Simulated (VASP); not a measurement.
# K (Im-3m) in VASP: notebook, part 2 of 2

VASP 6.6.1. The steps go on from the part before.

### 3 Electric field gradients, PBE (69.62 Å³/atom)

This run uses another cell than the first one, of 69.62 Å³/atom.

Input file INCAR:

```
SYSTEM = K
  ALGO = Normal
  EDIFF = 1E-8
  ENCUT = 520
  GGA = PE
  ISIF = 2
  ISMEAR = -1
  LASPH = .TRUE.
  LCHARG = .FALSE.
  LEFG = .TRUE.
  LREAL = .FALSE.
  LWAVE = .FALSE.
  NBANDS = 10
  NELM = 80
  PREC = Accurate
  SIGMA = 0.08
```

Input file KPOINTS:

```
k-points
0
G
  10 10 10
  0 0 0
```

Input file POSCAR:

```
K
1.0
   -2.5915537474      2.5915537474      2.5915537474
    2.5915537474     -2.5915537474      2.5915537474
    2.5915537474      2.5915537474     -2.5915537474
K
1
Direct
    0.0000000000      0.0000000000      0.0000000000
```

Potentials or basis: VASP PAW PBE potentials, release 64 (K_sv).

On the command line:

```bash
cat potpaw_PBE.64/K_sv/POTCAR > POTCAR
mpirun -np 1 vasp_std > vasp.out
```

OUTCAR:

```text
SYSTEM = K
   EDIFF = 1E-8
   ENCUT = 520
   GGA = PE
   ISIF = 2
   ISMEAR = -1
   LASPH = .TRUE.
   LREAL = .FALSE.
   NELM = 80
   PREC = Accurate

 ion  position               nearest neighbor table
   1  0.000  0.000  0.000-

  LATTYP: Found a body centered cubic cell.
 ALAT       =     5.1831074948

  Lattice vectors:

 A1 = (  -2.5915537474,   2.5915537474,   2.5915537474)
[... 519 lines left out ...]
    total drift:                               -0.000000      0.000000      0.000000

  FREE ENERGIE OF THE ION-ELECTRON SYSTEM (eV)
  ---------------------------------------------------
  free  energy   TOTEN  =        -1.0509851799 eV

  energy  without entropy=       -1.0330360079  energy(sigma->0) =       -1.04201059

 Electric field gradients (V/A^2)
---------------------------------------------------------------------
 ion       V_xx      V_yy      V_zz      V_xy      V_xz      V_yz
---------------------------------------------------------------------
   1       0.000     0.000    -0.000     0.000     0.000     0.000
---------------------------------------------------------------------

 Electric field gradients after diagonalization (V/A^2)
 (convention: |V_zz| > |V_xx| > |V_yy|)
----------------------------------------------------------------------
 ion       V_xx      V_yy      V_zz     asymmetry (V_yy - V_xx)/ V_zz
----------------------------------------------------------------------
   1      -0.000    -0.000     0.000       0.000
----------------------------------------------------------------------

           NMR quadrupolar parameters

 Cq : quadrupolar parameter    Cq=e*Q*V_zz/h
 eta: asymmetry parameters     (V_yy - V_xx)/ V_zz
 Q  : nuclear electric quadrupole moment in mb (millibarn)
----------------------------------------------------------------------
 ion       Cq(MHz)       eta       Q (mb)
----------------------------------------------------------------------
   1       0.000       0.000       1.000
----------------------------------------------------------------------
```

It took 42 s on 1 thread of Intel Xeon Platinum 8488C (Sapphire Rapids), shared host; peak memory 0.2 GiB.

Results:

```yaml
Free_energy: -1.0510 eV
Pressure: 0.2 GPa
Band_gap_on_the_k_mesh: zero (an odd number of electrons rules out a gap without spin polarisation)
Largest_electric_field_gradient_by_atom: under 0.05 V/Å² on every atom
```

Levels at points of the mesh, in eV from the Fermi level:
```
           k point  band 1  band 2  band 3  band 4  band 5  band 6  band 7  band 8  band 9  band 10
(0.00, 0.00, 0.00)  -32.10  -15.55  -15.55  -15.55   -2.24    4.35    4.35    4.35    5.29     5.29
(0.50, 0.00, 0.00)  -32.09  -15.63  -15.57  -15.55    0.44    0.72    3.18    4.98    5.84     6.12
(0.50, 0.50, 0.50)  -32.09  -15.60  -15.60  -15.60    1.64    1.64    3.63    3.63    3.63     5.86
```

### 4 Electric field gradients, PBE (73.93 Å³/atom)

This run uses another cell than the first one, of 73.93 Å³/atom.

Input file INCAR:

```
SYSTEM = K
ALGO = Normal
EDIFF = 1E-8
ENCUT = 520
GGA = PE
ISIF = 2
ISMEAR = -1
LASPH = .TRUE.
LCHARG = .FALSE.
LEFG = .TRUE.
LREAL = .FALSE.
LWAVE = .FALSE.
NBANDS = 10
NELM = 60
PREC = Accurate
SIGMA = 0.08
```

KPOINTS is that of step 3.

Input file POSCAR:

```
K
1.0
   -2.6439224779      2.6439224779      2.6439224779
    2.6439224779     -2.6439224779      2.6439224779
    2.6439224779      2.6439224779     -2.6439224779
K
1
Direct
    0.0000000000      0.0000000000      0.0000000000
```

Potentials or basis: VASP PAW PBE potentials, release 64 (K_sv).

On the command line:

```bash
cat potpaw_PBE.64/K_sv/POTCAR > POTCAR
mpirun -np 1 vasp_std > vasp.out
```

OUTCAR:

```text
SYSTEM = K
   EDIFF = 1E-8
   ENCUT = 520
   GGA = PE
   ISIF = 2
   ISMEAR = -1
   LASPH = .TRUE.
   LREAL = .FALSE.
   NELM = 60
   PREC = Accurate

 ion  position               nearest neighbor table
   1  0.000  0.000  0.000-

  LATTYP: Found a body centered cubic cell.
 ALAT       =     5.2878449558

  Lattice vectors:

 A1 = (  -2.6439224779,   2.6439224779,   2.6439224779)
 A2 = (   2.6439224779,  -2.6439224779,   2.6439224779)
 A3 = (   2.6439224779,   2.6439224779,  -2.6439224779)

Analysis of symmetry for initial positions (statically):
=====================================================================
 Subroutine PRICEL returns:
 Original cell was already a primitive cell.

 Routine SETGRP: Setting up the symmetry group for a
 body centered cubic supercell.

[... 493 lines left out ...]
  external PRESSURE =      -0.0962243 kB  Pullay stress =       0.0000000 kB

 VOLUME and BASIS-vectors are now :
 -----------------------------------------------------------------------------
  energy-cutoff  :      520.00
  volume of cell :       73.93
      direct lattice vectors                 reciprocal lattice vectors
    -2.643922478  2.643922478  2.643922478     0.000000000  0.189112958  0.189112958
     2.643922478 -2.643922478  2.643922478     0.189112958  0.000000000  0.189112958
     2.643922478  2.643922478 -2.643922478     0.189112958  0.189112958  0.000000000

 POSITION                                       TOTAL-FORCE (eV/Angst)
 -----------------------------------------------------------------------------------
      0.00000      0.00000      0.00000        -0.000000     -0.000000     -0.000000
 -----------------------------------------------------------------------------------
    total drift:                               -0.000000      0.000000      0.000000

  FREE ENERGIE OF THE ION-ELECTRON SYSTEM (eV)
  ---------------------------------------------------
  free  energy   TOTEN  =        -1.0541701086 eV

  energy  without entropy=       -1.0358838863  energy(sigma->0) =       -1.04502700

 Electric field gradients (V/A^2)
---------------------------------------------------------------------
 ion       V_xx      V_yy      V_zz      V_xy      V_xz      V_yz
---------------------------------------------------------------------
   1       0.000     0.000     0.000     0.000     0.000     0.000
---------------------------------------------------------------------

 Electric field gradients after diagonalization (V/A^2)
 (convention: |V_zz| > |V_xx| > |V_yy|)
----------------------------------------------------------------------
 ion       V_xx      V_yy      V_zz     asymmetry (V_yy - V_xx)/ V_zz
----------------------------------------------------------------------
   1      -0.000    -0.000     0.001       0.000
----------------------------------------------------------------------

           NMR quadrupolar parameters

 Cq : quadrupolar parameter    Cq=e*Q*V_zz/h
 eta: asymmetry parameters     (V_yy - V_xx)/ V_zz
 Q  : nuclear electric quadrupole moment in mb (millibarn)
----------------------------------------------------------------------
 ion       Cq(MHz)       eta       Q (mb)
----------------------------------------------------------------------
   1       0.000       0.000       1.000
----------------------------------------------------------------------
```

Run time: 40 s. Hardware: 1 thread of Intel Xeon Platinum 8488C (Sapphire Rapids), shared host; peak memory 0.2 GiB.

Results:

```
Free energy                             : -1.0542 eV
Pressure                                : 0.0 GPa
Band gap on the k mesh                  : zero (an odd number of electrons rules out a gap without spin polarisation)
Largest electric field gradient by atom : under 0.05 V/Å² on every atom
```

### 5 Overview

```tsv
cell	gap on the mesh (eV)	pressure (GPa)
a = 4.443 Å, angles 109.5°, 1 atom	none	0.4
a = 4.489 Å, angles 109.5°, 1 atom	none	0.2
a = 4.579 Å, angles 109.5°, 1 atom	none	0.0
```

Alike in all rows: task electric field gradients; level PBE; potentials or basis VASP PAW PBE potentials, release 64 (K_sv); no spin polarisation; k mesh 10 × 10 × 10; cutoff (eV) 520; smearing fermi-dirac 0.08 eV.

Total energies depend on the potentials used, so only differences within one code and one set of settings carry meaning.
